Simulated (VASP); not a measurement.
# ScTa2 (P-3m1) in VASP: relaxation of cell and atoms with PBE

Aim: the relaxation of cell and atoms of ScTa2 with PBE.

All numbers are computed with VASP 6.6.1; they aren't measurements. Logs are shortened: lines on timing, memory, paths and dates and some standing lists are left out, and cuts for length are marked.

### Step 1. The cell of the first run

The structure is trigonal, space group P-3m1 (No. 164). Conventional cell: a = 4.015 Å, b = 4.015 Å, c = 4.337 Å, α = 90.00°, β = 90.00°, γ = 120.00°. Within 4.1 Å of Sc (site symmetry -3m) lie 12 Ta at 3.15 to 3.20 Å and 6 Sc at 4.01 Å. Ta (site symmetry 3m) has 3 Ta at 2.32 Å and 6 Sc at 3.15 to 3.20 Å within 3.3 Å.

The cell was built from a structure type or drawn by symmetry, and may not be a known phase.

### Step 2. Relaxation of cell and atoms, PBE

INCAR

```
SYSTEM = ScTa2
PREC = Accurate
ENCUT = 500
EDIFF = 1E-7
ISMEAR = 0
SIGMA = 0.1
LREAL = .FALSE.
LASPH = .TRUE.
NELM = 120
ALGO = Normal
ISIF = 3
LWAVE = .FALSE.
LCHARG = .FALSE.
GGA = PE
IBRION = 2
NSW = 90
EDIFFG = -0.04
GGA_COMPAT = .FALSE.
NELMIN = 4
```

KPOINTS

```
regular mesh
0
G
  6 6 4
  0 0 0
```

POSCAR

```
ScTa2
1.0
    4.0145788800      0.0000000000      0.0000000000
   -2.0072894400      3.4767272900      0.0000000000
    0.0000000000      0.0000000000      4.3372394900
Sc Ta
1 2
Direct
    0.0000000000      0.0000000000      0.0000000000
    0.3333333300      0.6666666700      0.5087273300
    0.6666666700      0.3333333300      0.4912726700
```

Potentials or basis: VASP PAW PBE potentials, release 64 (Sc_sv, Ta_sv_GW).

On the command line:

```console
cat potpaw_PBE.64/Sc_sv/POTCAR potpaw_PBE.64/Ta_sv_GW/POTCAR > POTCAR
mpirun -np 1 vasp_std > vasp.out
```

OUTCAR:

```text
SYSTEM = ScTa2
   PREC = Accurate
   ENCUT = 500
   EDIFF = 1E-7
   ISMEAR = 0
   LREAL = .FALSE.
   LASPH = .TRUE.
   NELM = 120
   ISIF = 3
   GGA = PE
   IBRION = 2
   NSW = 90
   EDIFFG = -0.04
   NELMIN = 4

 ion  position               nearest neighbor table
   1  0.000  0.000  0.000-   2 3.15   3 3.15   2 3.15   3 3.15   3 3.15   2 3.15   2 3.20   3 3.20
                             3 3.20   2 3.20   2 3.20   3 3.20
   2  0.333  0.667  0.509-   3 2.32   3 2.32   3 2.32   1 3.15   1 3.15   1 3.15   1 3.20   1 3.20
                             1 3.20
   3  0.667  0.333  0.491-   2 2.32   2 2.32   2 2.32   1 3.15   1 3.15   1 3.15   1 3.20   1 3.20
                             1 3.20

  LATTYP: Found a hexagonal cell.
 ALAT       =     4.0145788800
 C/A-ratio  =     1.0803722183

  Lattice vectors:

 A1 = (   4.0145788800,   0.0000000000,   0.0000000000)
 A2 = (  -2.0072894400,   3.4767272900,   0.0000000000)
 A3 = (   0.0000000000,   0.0000000000,   4.3372394900)

Analysis of symmetry for initial positions (statically):
=====================================================================
 Subroutine PRICEL returns:
 Original cell was already a primitive cell.

 Routine SETGRP: Setting up the symmetry group for a
 hexagonal supercell.

 Subroutine GETGRP returns: Found 12 space group operations
 (whereof 12 operations were pure point group operations)
 out of a pool of 24 trial point group operations.

The static configuration has the point symmetry D_3d.

Analysis of symmetry for dynamics (positions and initial velocities):
=====================================================================
 Subroutine PRICEL returns:
 Original cell was already a primitive cell.

 Routine SETGRP: Setting up the symmetry group for a
 hexagonal supercell.

 Subroutine GETGRP returns: Found 12 space group operations
 (whereof 12 operations were pure point group operations)
 out of a pool of 24 trial point group operations.

The dynamic configuration has the point symmetry D_3d.

 Subroutine INISYM returns: Found 12 space group operations
 (whereof 12 operations are pure point group operations),
 and found     1 'primitive' translations

----------------------------------------------------------------------------------------

                                     Primitive cell

  volume of cell :      60.5374

  direct lattice vectors                    reciprocal lattice vectors
     4.014578880  0.000000000  0.000000000     0.249092129  0.143813408  0.000000000
    -2.007289440  3.476727290  0.000000000     0.000000000  0.287626816  0.000000000
[... 104 lines left out ...]
   IMIX   =      4    mixing-type and parameters
     AMIX     =   0.40;   BMIX     =  1.00
     AMIX_MAG =   1.60;   BMIX_MAG =  1.00
  volume/ion in A,a.u.               =      20.18       136.18
  Fermi-wavevector in a.u.,A,eV,Ry     =   1.389315  2.625425 26.261914  1.930196
  Thomas-Fermi vector in A             =   2.513357
   LORBIT       =      0    0 simple, 1 ext, 2 COOP (PROOUT), +10 PAW based schemes
   GGA     = PE    functional components
   LHFCALC =     F    Hartree Fock is set to
   AEXX    =    0.0000 exact exchange contribution
   IVDW    =     0    specifies the selected vdW correction
   LEPSILON=     F    determine dielectric tensor
   LRPA    =     F    only Hartree local field effects (RPA)
 conjugate gradient relaxation of ions
 non-spin polarized calculation
 Gauss-broadening in eV      SIGMA  =   0.10
  energy-cutoff  :      500.00
  volume of cell :       60.54
 maximum number of plane-waves:      1564
 NGX is ok and might be reduce to    30
   NGX = 15   NGY = 15   NGZ = 15

--------------------------------------- Ionic step        1  -------------------------------------------

 number of electron      37.0000003 magnetization

 Free energy of the ion-electron system (eV)
  ---------------------------------------------------
  ext. energy  EPLUGINS =         0.00000000
  ---------------------------------------------------
  free energy    TOTEN  =       -30.87182201 eV

  energy without entropy =      -30.85597684  energy(sigma->0) =      -30.86389943

------------------------ aborting loop because EDIFF is reached ----------------------------------------

  FORCE on cell =-STRESS in cart. coord.  units (eV):
  Direction    XX          YY          ZZ          XY          YZ          ZX
  --------------------------------------------------------------------------------------
  -------------------------------------------------------------------------------------
  Total       14.6377341     14.6377340     -5.2851044      0.0000000     -0.0000000      0.0000000
  in kB      387.4007078    387.4007065   -139.8750083      0.0000000     -0.0000000      0.0000000
  external PRESSURE =     211.6421353 kB  Pullay stress =       0.0000000 kB
[... 92 lines left out ...]
  FREE ENERGIE OF THE ION-ELECTRON SYSTEM (eV)
  ---------------------------------------------------
  free  energy   TOTEN  =       -32.4605901626 eV

  energy  without entropy=      -32.4429957128  energy(sigma->0) =      -32.45179294

 E-fermi :  10.1866     XC(G=0): -12.7796

 val. band max:       10.1853241842   @ k =   0.3333  -0.0000   0.5000
 cond. band min:      10.2019366136   @ k =   0.3333   0.1667   0.0000
 fundamental gap:      0.0166124294
 Fermi energy:        10.1865602263

 k-point     1 :       0.0000    0.0000    0.0000
  band No.  band energies     occupation
      1     -57.3969      2.00000
      2     -57.2301      2.00000
      3     -38.5989      2.00000
      4     -24.3897      2.00000
      5     -24.3897      2.00000
      6     -23.4682      2.00000
[... 589 lines left out ...]
     21      11.8207      0.00000
     22      11.8207      0.00000

[... ionic steps 4 to 13 ...]

--------------------------------------- Ionic step       14  -------------------------------------------

 number of electron      37.0000003 magnetization

------------------------ aborting loop because EDIFF is reached ----------------------------------------
[... 69 lines left out ...]
--------------------------------------- Ionic step       16  -------------------------------------------

 number of electron      37.0000004 magnetization

 Free energy of the ion-electron system (eV)
  ---------------------------------------------------
  ext. energy  EPLUGINS =         0.00000000
  ---------------------------------------------------
  free energy    TOTEN  =       -34.24473704 eV

  energy without entropy =      -34.23367802  energy(sigma->0) =      -34.23920753

 E-fermi :   8.4639     XC(G=0): -11.9260

 val. band max:        8.4574071373   @ k =   0.3333   0.3333   0.5000
 cond. band min:       8.4998949621   @ k =   0.5000  -0.0000   0.5000
 fundamental gap:      0.0424878248
 Fermi energy:         8.4639224626

 k-point     1 :       0.0000    0.0000    0.0000
  band No.  band energies     occupation
      1     -59.5340      2.00000
      2     -59.4277      2.00000
      3     -40.8721      2.00000
      4     -26.3054      2.00000
      5     -26.3054      2.00000
      6     -25.7872      2.00000
[... 619 lines left out ...]
  FREE ENERGIE OF THE ION-ELECTRON SYSTEM (eV)
  ---------------------------------------------------
  free  energy   TOTEN  =       -34.2447370370 eV

  energy  without entropy=      -34.2336780228  energy(sigma->0) =      -34.23920753

 reached required accuracy - stopping structural energy minimisation
```

OSZICAR:

```text
N       E                     dE             d eps       ncg     rms          rms(c)
DAV:   1     0.632753671298E+03    0.63275E+03   -0.18469E+04  1064   0.166E+03
DAV:   2     0.373178664832E+02   -0.59544E+03   -0.59078E+03  1440   0.583E+02
DAV:   3    -0.281590679231E+02   -0.65477E+02   -0.64138E+02  1640   0.197E+02
DAV:   4    -0.324528498597E+02   -0.42938E+01   -0.41832E+01  1672   0.410E+01
[... 251 lines left out ...]
DAV:   6    -0.342447379003E+02    0.29047E-07   -0.11835E-05  1868   0.275E-02    0.863E-02
DAV:   7    -0.342447380254E+02   -0.12508E-06   -0.20732E-07   972   0.244E-03    0.918E-02
DAV:   8    -0.342447383287E+02   -0.30335E-06   -0.14836E-07   744   0.321E-03    0.123E-01
DAV:   9    -0.342447370800E+02    0.12488E-05   -0.56749E-06  1658   0.171E-02    0.258E-02
DAV:  10    -0.342447370370E+02    0.42947E-07   -0.25724E-07   892   0.383E-03
  16 F= -.34244737E+02 E0= -.34239208E+02  d E =-.320366E-03
```

CONTCAR:

```text
ScTa2
   1.00000000000000
     4.8157552390872667   -0.0000000000000000    0.0000000000000000
    -2.4078776195436333    4.1705663664409727   -0.0000000000000000
    -0.0000000000000000   -0.0000000000000000    2.9577651038205448
  Sc              Ta
     1     2
Direct
     0.0000000000000000    0.0000000000000000    0.0000000000000000
     0.3333333300000021    0.6666666699999979    0.5036911826362176
     0.6666666699999979    0.3333333300000021    0.4963088173637825

  0.00000000E+00  0.00000000E+00  0.00000000E+00
  0.00000000E+00  0.00000000E+00  0.00000000E+00
  0.00000000E+00  0.00000000E+00  0.00000000E+00
```

Run time: 4.9 min. Hardware: 1 thread of Intel Xeon 6975P-C (Granite Rapids), shared host; peak memory 0.2 GiB.

What came out:

| Quantity | Value |
| --- | --- |
| Free energy | -34.2447 eV |
| Relaxed volume | 19.80 Å³/atom |
| Relaxed cell | a = 4.816 Å, b = 4.816 Å, c = 2.958 Å, α = 90.00°, β = 90.00°, γ = 120.00° |
| Space group after relaxing (to 0.1 Å) | P6/mmm (No. 191) |
| Energy gained by relaxing | 1124.3 meV/atom |
| Ionic steps | 16 |
| Pressure after relaxing | 0.0 GPa |
| Largest force after relaxing | 0.031 eV/Å |
| Band gap on the k mesh | zero (an odd number of electrons rules out a gap without spin polarisation) |

Forces on the atoms (eV/Å):
```
Sc   0.000  0.000  0.000
Ta   0.000  0.000  0.031
Ta   0.000  0.000 -0.031
```

Step by step:
```csv
step,energy change (eV),largest force (eV/Å),pressure (GPa),volume (Å³)
1,0.0000,0.2017,21.16,60.54
2,-0.7326,0.0225,-20.14,84.54
3,-1.5888,0.1373,-9.63,72.95
4,-1.5905,0.1520,-8.86,72.41
5,-2.5815,0.0450,-4.47,64.22
6,-2.9234,0.0235,2.15,59.78
7,-2.5550,0.0437,29.40,50.45
8,-3.0187,0.0577,6.18,57.86
9,-3.1034,0.0511,15.19,54.20
10,-3.1221,0.0625,11.76,55.49
11,-3.1575,0.0342,7.42,56.44
12,-3.2862,0.0345,8.70,56.07
13,-3.2861,0.0341,8.56,56.10
14,-3.3726,0.0299,0.13,59.38
15,-3.3726,0.0300,0.15,59.37
16,-3.3729,0.0315,0.04,59.41
```

Final structure:
```
CELL_PARAMETERS angstrom
4.81576 0.00000 0.00000
-2.40788 4.17057 0.00000
0.00000 0.00000 2.95777
ATOMIC_POSITIONS crystal
Sc 0.00000 0.00000 0.00000
Ta 0.33333 0.66667 0.50369
Ta 0.66667 0.33333 0.49631
```

Levels at points of the mesh, in eV from the Fermi level:
```
           k point  band 15  band 16  band 17  band 18  band 19  band 20  band 21  band 22
(0.00, 0.00, 0.00)    -1.85    -1.44    -1.44    -1.00    -1.00     0.86     1.35     1.35
(0.50, 0.00, 0.00)    -3.74    -1.66    -1.62    -1.28     0.11     0.69     0.79     0.90
(0.00, 0.00, 0.50)    -3.23    -1.94    -1.94    -1.85     0.32     0.32     0.80     0.80
(0.50, 0.00, 0.50)    -3.10    -1.77    -1.64    -1.52     0.04     0.21     0.98     1.23
```

Caveat: the k points lie up to 0.53 Å⁻¹ apart in the final cell, too coarse for converged energies and pressures of a metal; a cell axis changed by over 15 % at a fixed basis, so the end point is rough; spin-orbit coupling is left out, which moves the levels of the heavy elements.
